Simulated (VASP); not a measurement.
# SnO2 (C222_1) in VASP: a series of runs

The runs below take SnO2 through single point, with PBE+D3(BJ).

Everything below comes from runs of VASP 6.6.1. Logs are shortened: lines on timing, memory, paths and dates and some standing lists are left out, and cuts for length are marked.

### Step 1. The cell of the first run

The structure is orthorhombic, space group C222_1 (No. 20). Conventional cell: a = 3.185 Å, b = 5.516 Å, c = 10.247 Å, α = 90.00°, β = 90.00°, γ = 90.00°. Within 2.8 Å of Sn (site symmetry 2) lie 6 O at 2.09 to 2.10 Å. O (site symmetry 1) has 3 Sn at 2.09 to 2.10 Å and 3 O at 2.73 Å within 2.8 Å.

### Step 2. Single point, PBE+D3(BJ)

INCAR

```
SYSTEM = SnO2
PREC     = Accurate       ! precision mode
ENCUT    = 520            ! plane-wave cutoff, eV
EDIFF    = 1E-7           ! SCF threshold, eV
ISMEAR   = 0              ! smearing method
SIGMA    = 0.05           ! smearing width, eV
LREAL    = .FALSE.        ! projectors in reciprocal space
LASPH    = .TRUE.         ! aspherical terms in the spheres
NELM     = 80             ! most SCF steps
ALGO     = Normal         ! electronic algorithm
ISIF     = 2              ! what is computed and relaxed
LWAVE    = .FALSE.        ! write WAVECAR
LCHARG   = .FALSE.        ! write CHGCAR
GGA      = PE             ! functional
IVDW     = 12             ! dispersion correction
NBANDS   = 35             ! bands
```

KPOINTS

```
regular mesh
0
G
  12 12 4
  0 0 0
```

POSCAR

```
SnO2
1.0
    3.1845270180      0.0000000000      0.0000000000
   -1.5922635090      2.7578812966      0.0000000000
    0.0000000000      0.0000000000     10.2472985135
Sn O
2 4
Direct
   -0.1169759215      0.0000000000      0.5000000000
    0.1169759215      0.0000000000      0.0000000000
    0.5482055332      0.3333333333      0.4017901351
    0.7851278001      0.3333333333      0.0982098649
    0.2148721999      0.6666666667      0.5982098649
    0.4517944668      0.6666666667      0.9017901351
```

Potentials or basis: VASP PAW PBE potentials, release 64 (Sn_d, O).

Started as:

```bash
$ cat potpaw_PBE.64/Sn_d/POTCAR potpaw_PBE.64/O/POTCAR > POTCAR
$ mpirun -np 1 vasp_std > vasp.out
```

OUTCAR:

```text
SYSTEM = SnO2
   PREC = Accurate
   ENCUT = 520
   EDIFF = 1E-7
   ISMEAR = 0
   LREAL = .FALSE.
   LASPH = .TRUE.
   NELM = 80
   ISIF = 2
   GGA = PE
   IVDW = 12
 IVDW          = 12

 ion  position               nearest neighbor table
   1  0.883  0.000  0.500-   3 2.09   5 2.09   5 2.10   3 2.10   3 2.10   5 2.10
   2  0.117  0.000  0.000-   4 2.09   6 2.09   4 2.10   6 2.10   4 2.10   6 2.10
   3  0.548  0.333  0.402-   1 2.09   1 2.10   1 2.10
   4  0.785  0.333  0.098-   2 2.09   2 2.10   2 2.10
   5  0.215  0.667  0.598-   1 2.09   1 2.10   1 2.10
   6  0.452  0.667  0.902-   2 2.09   2 2.10   2 2.10

  LATTYP: Found a hexagonal cell.
 ALAT       =     3.1845270180
 C/A-ratio  =     3.2178400295

  Lattice vectors:

 A1 = (   3.1845270180,   0.0000000000,   0.0000000000)
 A2 = (  -1.5922635090,   2.7578812966,   0.0000000000)
 A3 = (   0.0000000000,   0.0000000000,  10.2472985135)

Analysis of symmetry for initial positions (statically):
=====================================================================
 Subroutine PRICEL returns:
 Original cell was already a primitive cell.

 Routine SETGRP: Setting up the symmetry group for a
 hexagonal supercell.

 Subroutine GETGRP returns: Found  4 space group operations
 (whereof  2 operations were pure point group operations)
 out of a pool of 24 trial point group operations.

The static configuration has the point symmetry C_2 .
 The point group associated with its full space group is D_2 .

Analysis of symmetry for dynamics (positions and initial velocities):
=====================================================================
 Subroutine PRICEL returns:
 Original cell was already a primitive cell.

 Routine SETGRP: Setting up the symmetry group for a
 hexagonal supercell.

 Subroutine GETGRP returns: Found  4 space group operations
 (whereof  2 operations were pure point group operations)
 out of a pool of 24 trial point group operations.

The dynamic configuration has the point symmetry C_2 .
 The point group associated with its full space group is D_2 .

 Subroutine INISYM returns: Found  4 space group operations
 (whereof  2 operations are pure point group operations),
 and found     1 'primitive' translations

----------------------------------------------------------------------------------------

                                     Primitive cell

  volume of cell :      89.9974

  direct lattice vectors                    reciprocal lattice vectors
     3.184527018  0.000000000  0.000000000     0.314018375  0.181298593  0.000000000
    -1.592263509  2.757881297  0.000000000     0.000000000  0.362597187  0.000000000
     0.000000000  0.000000000 10.247298514     0.000000000  0.000000000  0.097586696

  length of vectors
     3.184527018  3.184527018 10.247298514     0.362597187  0.362597187  0.097586696

  position of ions in fractional coordinates (direct lattice)
     0.883024078  0.000000000  0.500000000
     0.116975921  0.000000000  0.000000000
     0.548205533  0.333333333  0.401790135
     0.785127800  0.333333333  0.098209865
     0.214872200  0.666666667  0.598209865
     0.451794467  0.666666667  0.901790135

  ion indices of the primitive-cell ions
   primitive index   ion index
                 1           1
                 2           2
                 3           3
                 4           4
                 5           5
                 6           6

----------------------------------------------------------------------------------------

 KPOINTS: regular mesh

Automatic generation of k-mesh.
 Grid dimensions read from file:
 generate k-points for:   12   12    4

 Generating k-lattice:

  Cartesian coordinates                     Fractional coordinates (reciprocal lattice)
     0.026168198  0.015108216  0.000000000     0.083333333  0.000000000  0.000000000
     0.000000000  0.030216432  0.000000000     0.000000000  0.083333333  0.000000000
     0.000000000  0.000000000  0.024396674     0.000000000  0.000000000  0.250000000

  Length of vectors
     0.030216432  0.030216432  0.024396674

  Shift w.r.t. Gamma in fractional coordinates (k-lattice)
     0.000000000  0.000000000  0.000000000

 Subroutine IBZKPT returns following result:
 ===========================================

 Found    129 irreducible k-points:

 Following reciprocal coordinates:
            Coordinates               Weight
  0.000000  0.000000  0.000000      1.000000
  0.083333 -0.000000  0.000000      4.000000
  0.000000  0.083333  0.000000      2.000000
  0.166667  0.000000  0.000000      4.000000
  0.000000  0.166667  0.000000      2.000000
  0.250000  0.000000  0.000000      4.000000
[... 16 lines left out ...]
 -0.083333  0.416667  0.000000      4.000000
 -0.416667  0.333333  0.000000      4.000000
 [... further k-points ...]
   k-points           NKPTS =    129   k-points in BZ     NKDIM =    129   number of bands    NBANDS=     35
   number of dos      NEDOS =    301   number of ions     NIONS =      6
   total plane-waves  NPLWV =  46080
   dimension x,y,z NGX =    24 NGY =   24 NGZ =   80
   dimension x,y,z NGXF=    48 NGYF=   48 NGZF=  160
   ions per type =               2   4
   NGX,Y,Z   is equivalent  to a cutoff of  12.53, 12.53, 12.98 a.u.
   NGXF,Y,Z  is equivalent  to a cutoff of  25.06, 25.06, 25.96 a.u.
 SYSTEM =  SnO2
   PREC   = accura    normal or accurate (medium, high low for compatibility)
   ISTART =      0    job   : 0-new  1-cont  2-samecut
   ICHARG =      2    charge: 1-file 2-atom 10-const
   ISPIN  =      1    spin polarized calculation?
   LNONCOLLINEAR =      F non collinear calculations
   LSORBIT =      F    spin-orbit coupling
   LASPH  =      T    aspherical Exc in radial PAW
   ENCUT  =  520.0 eV  38.22 Ry    6.18 a.u.   5.92  5.92 19.05*2*pi/ulx,y,z
   NELM   =     80;   NELMIN=  2; NELMDL= -5     # of ELM steps
   EDIFF  = 0.1E-06   stopping-criterion for ELM
   LREAL  =      F    real-space projection
   EDIFFG = 0.1E-05   stopping-criterion for IOM
   NSW    =      0    number of steps for IOM
   IBRION =     -1    ionic relax: 0-MD 1-quasi-New 2-CG
   NFREE  =      0    steps in history (QN), initial steepest desc. (CG)
   ISIF   =      2    stress and relaxation
   ISYM   =      2    0-nonsym 1-usesym 2-fastsym
   POTIM  = 0.5000    time-step for ionic-motion
   TEBEG  =    0.0;   TEEND  =   0.0 temperature during run
   PSTRESS=    0.0 pullay stress
   NELECT =      52.0000    total number of electrons
   NUPDOWN=      -1.0000    fix difference up-down
   EMIN   =  10.00;   EMAX   =-10.00  energy-range for DOS
   EFERMI =   0.00;   METHOD = LEGACY
   ISMEAR =     0;   SIGMA  =   0.05  broadening in eV -4-tet -1-fermi 0-gaus
   EFERMI_NEDOS =   21; number of points for ismear=-14 and -15
   IALGO  =     38    algorithm
   IMIX   =      4    mixing-type and parameters
     AMIX     =   0.40;   BMIX     =  1.00
     AMIX_MAG =   1.60;   BMIX_MAG =  1.00
  volume/ion in A,a.u.               =      15.00       101.22
  Fermi-wavevector in a.u.,A,eV,Ry     =   1.363534  2.576706 25.296292  1.859225
  Thomas-Fermi vector in A             =   2.489929
   LORBIT       =      0    0 simple, 1 ext, 2 COOP (PROOUT), +10 PAW based schemes
   GGA     = PE    functional components
   LHFCALC =     F    Hartree Fock is set to
   AEXX    =    0.0000 exact exchange contribution
   IVDW    =    12    specifies the selected vdW correction
   LEPSILON=     F    determine dielectric tensor
   LRPA    =     F    only Hartree local field effects (RPA)
 non-spin polarized calculation
 Gauss-broadening in eV      SIGMA  =   0.05
  energy-cutoff  :      520.00
  volume of cell :       90.00
 maximum number of plane-waves:      2445
   NGX = 11   NGY = 11   NGZ = 39

 number of electron      52.0000000 magnetization

 Free energy of the ion-electron system (eV)
  ---------------------------------------------------
  ext. energy  EPLUGINS =         0.00000000
  ---------------------------------------------------
  free energy    TOTEN  =       -36.27199503 eV

  energy without entropy =      -36.27199503  energy(sigma->0) =      -36.27199503

 E-fermi :   3.1851     XC(G=0):  -9.6520

 val. band max:        2.8912973583   @ k =  -0.1667   0.4167   0.0000
 cond. band min:       5.1670530303   @ k =   0.0000   0.0000   0.0000
 fundamental gap:      2.2757556720
 Fermi energy:         3.1850602797

 k-point     1 :       0.0000    0.0000    0.0000
  band No.  band energies     occupation
      1     -17.1714      2.00000
      2     -17.1696      2.00000
      3     -16.8995      2.00000
      4     -16.8994      2.00000
      5     -16.8992      2.00000
      6     -16.8992      2.00000
[... 27 lines left out ...]
     34      14.3838      0.00000
     35      14.3896      0.00000

 k-point     2 :       0.0833   -0.0000    0.0000
  band No.  band energies     occupation
      1     -17.1384      2.00000
      2     -17.1369      2.00000
      3     -16.9636      2.00000
      4     -16.9629      2.00000
      5     -16.8825      2.00000
      6     -16.8825      2.00000
[... 27 lines left out ...]
     34      14.4864      0.00000
     35      14.5244      0.00000

 k-point     3 :       0.0000    0.0833    0.0000
  band No.  band energies     occupation
      1     -17.1384      2.00000
      2     -17.1369      2.00000
      3     -16.9639      2.00000
      4     -16.9630      2.00000
      5     -16.8823      2.00000
      6     -16.8823      2.00000
[... 27 lines left out ...]
     34      14.4752      0.00000
     35      14.5381      0.00000
[... 723 lines left out ...]
 k-point    23 :      -0.0833    0.4167    0.0000
  band No.  band energies     occupation
      1     -17.6685      2.00000
      2     -17.6639      2.00000
      3     -16.8751      2.00000
      4     -16.8743      2.00000
      5     -16.8144      2.00000
      6     -16.8139      2.00000
[... 27 lines left out ...]
     34      14.9784      0.00000
     35      15.0186      0.00000

 k-point    24 :      -0.4167    0.3333    0.0000
  band No.  band energies     occupation
      1     -17.6681      2.00000
      2     -17.6640      2.00000
      3     -16.8753      2.00000
      4     -16.8745      2.00000
      5     -16.8146      2.00000
      6     -16.8142      2.00000
[... 27 lines left out ...]
     34      14.9363      0.00000
     35      15.0182      0.00000

 [... further k-points ...]

------------------------ aborting loop because EDIFF is reached ----------------------------------------

 Edisp (eV)   -1.01445

 E8    (eV) :    -0.3974

  FORCE on cell =-STRESS in cart. coord.  units (eV):
  Direction    XX          YY          ZZ          XY          YZ          ZX
  --------------------------------------------------------------------------------------
  -------------------------------------------------------------------------------------
  Total       3.01941     2.91238     0.97488     0.00000     0.00000     0.00000
  in kB      53.75307    51.84764    17.35521     0.00000     0.00000     0.00000
  external pressure =       40.99 kB  Pullay stress =        0.00 kB

 VOLUME and BASIS-vectors are now :
 -----------------------------------------------------------------------------
  energy-cutoff  :      520.00
  volume of cell :       90.00
      direct lattice vectors                 reciprocal lattice vectors
     3.184527018  0.000000000  0.000000000     0.314018375  0.181298593  0.000000000
    -1.592263509  2.757881297  0.000000000     0.000000000  0.362597187  0.000000000
     0.000000000  0.000000000 10.247298514     0.000000000  0.000000000  0.097586696

 POSITION                                       TOTAL-FORCE (eV/Angst)
 -----------------------------------------------------------------------------------
      2.81201      0.00000      5.12365        -0.081293      0.000000      0.000000
      0.37251      0.00000      0.00000         0.081293      0.000000      0.000000
      1.21502      0.91929      4.11726         0.007135     -0.003890     -0.367589
      1.96951      0.91929      1.00639        -0.007135     -0.003890      0.367589
     -0.37724      1.83859      6.13004         0.007135      0.003890      0.367589
      0.37724      1.83859      9.24091        -0.007135      0.003890     -0.367589
 -----------------------------------------------------------------------------------
    total drift:                                0.000000      0.000000     -0.000000

  FREE ENERGIE OF THE ION-ELECTRON SYSTEM (eV)
  ---------------------------------------------------
  free  energy   TOTEN  =       -37.2864488328 eV

  energy  without entropy=      -37.2864488328  energy(sigma->0) =      -37.28644883
```

Wall time 10 min (1 thread of AMD EPYC 9755, shared host); peak memory 0.4 GiB.

Results:

| Quantity | Value |
| --- | --- |
| Free energy | -37.2864 eV |
| Pressure | 4.1 GPa |
| Largest force | 0.368 eV/Å |
| Band gap on the k mesh | 2.28 eV, indirect (least direct gap 2.65 eV) |
| Dispersion energy per atom | -0.169 eV |

Forces on the atoms (eV/Å):
```
Sn  -0.081  0.000  0.000
Sn   0.081  0.000  0.000
O    0.007 -0.004 -0.368
O   -0.007 -0.004  0.368
O    0.007  0.004  0.368
O   -0.007  0.004 -0.368
```

Caveat: spin-orbit coupling is left out, which moves the levels of the heavy elements. As with any semilocal functional, this PBE gap is likely too small.

### Step 3. Single point, PBE+D3(BJ)

This run uses another cell than the first one, of 16.56 Å³/atom, 1.104 times its volume.

INCAR

```
PREC     = Accurate       # precision mode
ENCUT    = 520            # plane-wave cutoff, eV
EDIFF    = 1E-6           # SCF threshold, eV
ISMEAR   = 0              # smearing method
SIGMA    = 0.05           # smearing width, eV
LREAL    = F              # projectors in reciprocal space
LASPH    = T              # aspherical terms in the spheres
NELM     = 80             # most SCF steps
ALGO     = Normal         # electronic algorithm
ISIF     = 2              # what is computed and relaxed
LWAVE    = F              # write WAVECAR
LCHARG   = F              # write CHGCAR
GGA      = PE             # functional
IVDW     = 12             # dispersion correction
NBANDS   = 35             # bands
```

KPOINTS

```
regular mesh
0
Gamma
  12 12 4
```

Changes to POSCAR since step 2:

```diff
@@ -2,5 +2,5 @@
 1.0
-    3.1845270180      0.0000000000      0.0000000000
-   -1.5922635090      2.7578812966      0.0000000000
-    0.0000000000      0.0000000000     10.2472985135
+    3.2914593056      0.0000000000      0.0000000000
+   -1.6457296528      2.8504873742      0.0000000000
+    0.0000000000      0.0000000000     10.5913895093
 Sn O
```

Potentials or basis: VASP PAW PBE potentials, release 64 (Sn_d, O).

Started as:

```bash
$ cat potpaw_PBE.64/Sn_d/POTCAR potpaw_PBE.64/O/POTCAR > POTCAR
$ mpirun -np 1 vasp_std > vasp.out
```

Wall time 5.2 min (1 thread of Oxide Virtual Turin-like, shared host); peak memory 0.42 GiB.

Results (log left out):

```yaml
Free_energy: -37.1450 eV
Pressure: -8.1 GPa
Largest_force: 0.651 eV/Å
Band_gap_on_the_k_mesh: 1.69 eV, indirect (least direct gap 1.95 eV)
Dispersion_energy_per_atom: -0.152 eV
```

Forces in eV/Å, atoms in the order of the input:
```
Sn  -0.053  0.000  0.000
Sn   0.053  0.000  0.000
O    0.001 -0.004  0.651
O   -0.001 -0.004 -0.651
O    0.001  0.004 -0.651
O   -0.001  0.004  0.651
```

Stress tensor (GPa, compression positive):
```
-9.40  0.00  0.00
 0.00 -9.54  0.00
 0.00  0.00 -5.37
```

Levels at points of the mesh, in eV from the valence-band top:
| k point | band 22 | band 23 | band 24 | band 25 | band 26 | band 27 | band 28 | band 29 | band 30 | band 31 |
| --- | --- | --- | --- | --- | --- | --- | --- | --- | --- | --- |
| (0.00, 0.00, 0.00) | -0.90 | -0.89 | -0.89 | -0.88 | -0.26 | 1.69 | 2.49 | 5.12 | 5.45 | 10.20 |
| (0.50, 0.00, 0.00) | -1.13 | -0.59 | -0.55 | -0.44 | -0.10 | 4.56 | 4.66 | 6.64 | 7.10 | 9.57 |
| (0.00, 0.50, 0.00) | -1.10 | -0.57 | -0.57 | -0.49 | -0.07 | 4.55 | 4.67 | 6.59 | 7.19 | 9.50 |
| (0.00, 0.00, 0.50) | -0.89 | -0.89 | -0.89 | -0.64 | -0.64 | 2.12 | 2.12 | 5.29 | 5.29 | 10.41 |
| (0.50, 0.00, 0.50) | -1.27 | -0.57 | -0.57 | -0.26 | -0.26 | 4.61 | 4.61 | 6.86 | 6.86 | 9.74 |
| (0.00, 0.50, 0.50) | -1.27 | -0.57 | -0.57 | -0.25 | -0.25 | 4.61 | 4.61 | 6.88 | 6.88 | 9.67 |

Caveat: spin-orbit coupling is left out, which moves the levels of the heavy elements. A k mesh can miss the band edges.

(Continued in part 2 of 2.)
